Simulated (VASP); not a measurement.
# MgZnTe2 (P-4m2) in VASP: single point with PBE

Aim: the single point of MgZnTe2 with PBE.

Everything below comes from runs of VASP 6.6.1. Logs are shortened: lines on timing, memory, paths and dates and some standing lists are left out, and cuts for length are marked.

## Step 1: The cell of the first run

Symmetry: P-4m2, No. 115, tetragonal system. Conventional cell: a = 4.433 Å, b = 4.433 Å, c = 6.342 Å, α = 90.00°, β = 90.00°, γ = 90.00°. Mg (site symmetry -4m2) has 4 Te at 2.78 Å within 3.7 Å. Within 3.5 Å of Te (site symmetry 2mm) lie 2 Zn at 2.67 Å and 2 Mg at 2.78 Å. Within 3.5 Å of Zn (site symmetry -4m2) lie 4 Te at 2.67 Å.

## Step 2: Single point, PBE, non-collinear spin, zero start, spin-orbit coupling

INCAR reads:

```
ALGO = Normal
EDIFF = 1E-6
ENCUT = 520
GGA = PE
GGA_COMPAT = F
ISIF = 2
ISMEAR = 0
LASPH = T
LCHARG = F
LORBIT = 11
LORBMOM = T
LREAL = F
LSORBIT = T
LWAVE = F
MAGMOM = 0 0 0 0 0 0 0 0 0 0 0 0
NBANDS = 40
NELM = 150
PREC = Accurate
SIGMA = 0.01
```

KPOINTS reads:

```
k-points
0
Gamma
  6 6 4
```

POSCAR reads:

```
MgZnTe2
1.0
    4.4327149037      0.0000000000      0.0000000000
    0.0000000000      4.4327149037      0.0000000000
    0.0000000000      0.0000000000      6.3419944609
Mg Te Zn
1 2 1
Direct
    0.0000000000      0.0000000000      0.0000000000
    0.0000000000      0.5000000000      0.2649432007
    0.5000000000      0.0000000000      0.7350567993
    0.5000000000      0.5000000000      0.5000000000
```

Potentials or basis: VASP PAW PBE potentials, release 64 (Mg, Te, Zn).

Started as:

```bash
> cat potpaw_PBE.64/Mg/POTCAR potpaw_PBE.64/Te/POTCAR potpaw_PBE.64/Zn/POTCAR > POTCAR
> mpirun -np 1 vasp_ncl > vasp.out
```

OUTCAR:

```text
EDIFF = 1E-6
   ENCUT = 520
   GGA = PE
   ISIF = 2
   ISMEAR = 0
   LASPH = T
   LORBIT = 11
   LREAL = F
   LSORBIT = T
   NELM = 150
   PREC = Accurate

 ion  position               nearest neighbor table
   1  0.000  0.000  0.000-   2 2.78   3 2.78   2 2.78   3 2.78
   2  0.000  0.500  0.265-   4 2.67   4 2.67   1 2.78   1 2.78
   3  0.500  0.000  0.735-   4 2.67   4 2.67   1 2.78   1 2.78
   4  0.500  0.500  0.500-   2 2.67   3 2.67   3 2.67   2 2.67

  LATTYP: Found a simple tetragonal cell.
 ALAT       =     4.4327149037
 C/A-ratio  =     1.4307246459

  Lattice vectors:

 A1 = (   4.4327149037,   0.0000000000,   0.0000000000)
 A2 = (   0.0000000000,   4.4327149037,   0.0000000000)
 A3 = (   0.0000000000,   0.0000000000,   6.3419944609)

Analysis of symmetry for initial positions (statically):
=====================================================================
 Subroutine PRICEL returns:
 Original cell was already a primitive cell.

 Routine SETGRP: Setting up the symmetry group for a
 simple tetragonal supercell.

 Subroutine GETGRP returns: Found  8 space group operations
 (whereof  8 operations were pure point group operations)
 out of a pool of 16 trial point group operations.

The static configuration has the point symmetry D_2d.

Analysis of symmetry for dynamics (positions and initial velocities):
=====================================================================
 Subroutine PRICEL returns:
 Original cell was already a primitive cell.

 Routine SETGRP: Setting up the symmetry group for a
 simple tetragonal supercell.

 Subroutine GETGRP returns: Found  8 space group operations
 (whereof  8 operations were pure point group operations)
 out of a pool of 16 trial point group operations.

The dynamic configuration has the point symmetry D_2d.

Analysis of structural, dynamic, and magnetic symmetry:
=====================================================================
 Subroutine PRICEL returns:
 Original cell was already a primitive cell.

 Routine SETGRP: Setting up the symmetry group for a
 simple tetragonal supercell.

 Subroutine GETGRP returns: Found  8 space group operations
 (whereof  8 operations were pure point group operations)
 out of a pool of 16 trial point group operations.

The overall configuration has the point symmetry D_2d.

 Subroutine INISYM returns: Found  8 space group operations
 (whereof  8 operations are pure point group operations),
 and found     1 'primitive' translations
[... 1173 lines left out ...]
 -----------------------------------------------------------------------------------
    total drift:                                0.000000      0.000000      0.000000

  FREE ENERGIE OF THE ION-ELECTRON SYSTEM (eV)
  ---------------------------------------------------
  free  energy   TOTEN  =       -11.7002279338 eV

  energy  without entropy=      -11.7002279338  energy(sigma->0) =      -11.70022793

 orbital moment (x)

 # of ion     p       d       tot
 ----------------------------------------
  1         0.000   0.000   0.000
  2         0.000  -0.000  -0.000
  3         0.000  -0.000  -0.000
  4         0.000  -0.000  -0.000
 ----------------------------------------
            0.000  -0.000  -0.000

 orbital moment (y)

 # of ion     p       d       tot
 ----------------------------------------
  1        -0.000  -0.000  -0.000
  2        -0.000  -0.000  -0.000
  3         0.000  -0.000   0.000
  4         0.000   0.000   0.000
 ----------------------------------------
           -0.000   0.000   0.000

 orbital moment (z)

 # of ion     p       d       tot
 ----------------------------------------
  1         0.000  -0.000  -0.000
  2         0.000  -0.000  -0.000
  3         0.000  -0.000  -0.000
  4         0.000   0.000   0.000
 ----------------------------------------
            0.000   0.000   0.000

 Spin-Orbit-Coupling matrix elements

 Ion:    1  E_soc:     -0.0001607
 l=   1
     0.0000000    -0.0000274    -0.0000253
    -0.0000274     0.0000000    -0.0000274
    -0.0000253    -0.0000274     0.0000000
 l=   2
     0.0000000    -0.0000000     0.0000000    -0.0000000    -0.0000000
    -0.0000000     0.0000000    -0.0000000    -0.0000001    -0.0000001
     0.0000000    -0.0000000     0.0000000    -0.0000000     0.0000000
    -0.0000000    -0.0000001    -0.0000000     0.0000000    -0.0000001
    -0.0000000    -0.0000001     0.0000000    -0.0000001     0.0000000
 l=   3
     0.0000000     0.0000000     0.0000000     0.0000000     0.0000000     0.0000000     0.0000000
     0.0000000     0.0000000     0.0000000     0.0000000     0.0000000     0.0000000     0.0000000
     0.0000000     0.0000000     0.0000000     0.0000000     0.0000000     0.0000000     0.0000000
     0.0000000     0.0000000     0.0000000     0.0000000     0.0000000     0.0000000     0.0000000
[... 49 lines left out ...]
 l=   2
     0.0000000    -0.0001892     0.0000000    -0.0001892    -0.0007581
    -0.0001892     0.0000000    -0.0005637    -0.0001902    -0.0001886
     0.0000000    -0.0005637     0.0000000    -0.0005637     0.0000000
    -0.0001892    -0.0001902    -0.0005637     0.0000000    -0.0001886
    -0.0007581    -0.0001886     0.0000000    -0.0001886     0.0000000
 l=   3
     0.0000000     0.0000000     0.0000000     0.0000000     0.0000000     0.0000000     0.0000000
     0.0000000     0.0000000     0.0000000     0.0000000     0.0000000     0.0000000     0.0000000
     0.0000000     0.0000000     0.0000000     0.0000000     0.0000000     0.0000000     0.0000000
     0.0000000     0.0000000     0.0000000     0.0000000     0.0000000     0.0000000     0.0000000
     0.0000000     0.0000000     0.0000000     0.0000000     0.0000000     0.0000000     0.0000000
     0.0000000     0.0000000     0.0000000     0.0000000     0.0000000     0.0000000     0.0000000
     0.0000000     0.0000000     0.0000000     0.0000000     0.0000000     0.0000000     0.0000000

 total charge

# of ion       s       p       d       tot
------------------------------------------
    1        0.179   0.134   0.024   0.337
    2        1.341   2.112   0.018   3.471
    3        1.341   2.112   0.018   3.471
    4        0.543   0.399   9.762  10.704
--------------------------------------------------
tot          3.404   4.758   9.823  17.984

 magnetization (x)

# of ion       s       p       d       tot
------------------------------------------
    1        0.000   0.000   0.000   0.000
    2        0.000   0.000   0.000   0.000
    3        0.000   0.000   0.000   0.000
    4        0.000   0.000   0.000   0.000
--------------------------------------------------
tot          0.000   0.000   0.000   0.000

 magnetization (y)

# of ion       s       p       d       tot
------------------------------------------
    1        0.000   0.000   0.000   0.000
    2        0.000   0.000   0.000   0.000
    3       -0.000   0.000   0.000   0.000
    4        0.000   0.000   0.000   0.000
--------------------------------------------------
tot         -0.000   0.000   0.000   0.000

 magnetization (z)

# of ion       s       p       d       tot
------------------------------------------
    1        0.000   0.000   0.000   0.000
    2        0.000   0.000   0.000   0.000
    3        0.000   0.000   0.000   0.000
    4       -0.000   0.000   0.000  -0.000
--------------------------------------------------
tot         -0.000   0.000   0.000  -0.000
```

OSZICAR:

```text
N       E                     dE             d eps       ncg     rms          rms(c)
DAV:   1     0.147472131914E+03    0.14747E+03   -0.10181E+04  2880   0.116E+03
DAV:   2     0.330425367212E+01   -0.14417E+03   -0.13603E+03  3040   0.257E+02
DAV:   3    -0.116467989294E+02   -0.14951E+02   -0.14808E+02  3432   0.871E+01
DAV:   4    -0.120755041038E+02   -0.42871E+00   -0.42805E+00  3448   0.146E+01
DAV:   5    -0.120879779358E+02   -0.12474E-01   -0.12473E-01  3680   0.226E+00    0.630E+00
DAV:   6    -0.117211786159E+02    0.36680E+00   -0.81425E-01  3984   0.203E+01    0.450E+00
DAV:   7    -0.116948381112E+02    0.26341E-01   -0.36331E-01  3272   0.410E+00    0.270E+00
DAV:   8    -0.116995501561E+02   -0.47120E-02   -0.31672E-02  3536   0.128E+00    0.938E-01
DAV:   9    -0.116996081268E+02   -0.57971E-04   -0.38019E-03  3312   0.720E-01    0.364E-01
DAV:  10    -0.116999839832E+02   -0.37586E-03   -0.19442E-03  3224   0.254E-01    0.118E-01
DAV:  11    -0.117001345891E+02   -0.15061E-03   -0.16925E-04  3440   0.839E-02    0.550E-02
DAV:  12    -0.117001945519E+02   -0.59963E-04   -0.31753E-05  3256   0.359E-02    0.158E-02
DAV:  13    -0.117002254320E+02   -0.30880E-04   -0.30782E-05  3272   0.305E-02    0.894E-03
DAV:  14    -0.117002277799E+02   -0.23479E-05   -0.43470E-06  3192   0.170E-02    0.245E-03
DAV:  15    -0.117002279338E+02   -0.15384E-06   -0.33027E-07  2504   0.342E-03
   1 F= -.11700228E+02 E0= -.11700228E+02  d E =-.156935E-18  mag=    -0.0000    -0.0000    -0.0000
```

Wall time 2.8 min (1 thread of Intel Xeon 6975P-C (Granite Rapids), shared host); peak memory 0.63 GiB.

Results:

| Quantity | Value |
| --- | --- |
| Free energy | -11.7002 eV |
| Pressure | 1.1 GPa |
| Largest force | 0.059 eV/Å |
| Net moment | 0.00 μB per cell |
| Valence electrons inside the program's atomic spheres | Mg 0.34; Te 3.47; Zn 10.70 |

Forces in eV/Å, atoms in the order of the input:
```
Mg   0.000  0.000  0.000
Te   0.000  0.000 -0.059
Te   0.000  0.000  0.059
Zn   0.000  0.000  0.000
```

Moments on the atoms (μB; x, y, z):
```
Mg  0.00 0.00 0.00
Te  0.00 0.00 0.00
Te  0.00 0.00 0.00
Zn  0.00 0.00 0.00
```
